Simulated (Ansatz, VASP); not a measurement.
**V: VASP beside Ansatz**

```
CELL_PARAMETERS angstrom
0.00000 1.94645 1.90829
1.94645 0.00000 1.90829
1.94645 1.94645 0.00000
ATOMIC_POSITIONS crystal
V 0.00000 0.00000 0.00000
```

Change from the starting cell: x and y stretched by +2 %, z held, crystal datasets.

Alike in both runs: task electric field gradients; functional PBE; k mesh 19 × 19 × 19; occupations fermi-dirac, width 0.05 eV; collinear spin.

|  | VASP | Ansatz |
| --- | --- | --- |
| version | VASP 6.6.1 | Ansatz 0.2.0 |
| potentials or method | VASP PAW PBE potentials, release 64 (V_sv), cutoff 520 eV | all-electron PAW with datasets made for the crystal, scalar-relativistic |

Ansatz gave:

```
pressure (GPa)                                                : -6.5
traceless stress, the component that is largest in VASP (GPa) : -2.88
net moment per atom (μB)                                      : 0.00
size of Vzz on the site where it differs most (V/Å²)          : 4.3
```

Task: What did VASP give for the same quantities?

Result: Pressure (GPa): -6.3; traceless stress, the component that is largest in VASP (GPa): -2.88; net moment per atom (μB): 0.00; size of Vzz on the site where it differs most (V/Å²): 4.3.

Ansatz ran all-electron here, and VASP with PAW potentials. Ansatz's warnings: seeded moment not kept.
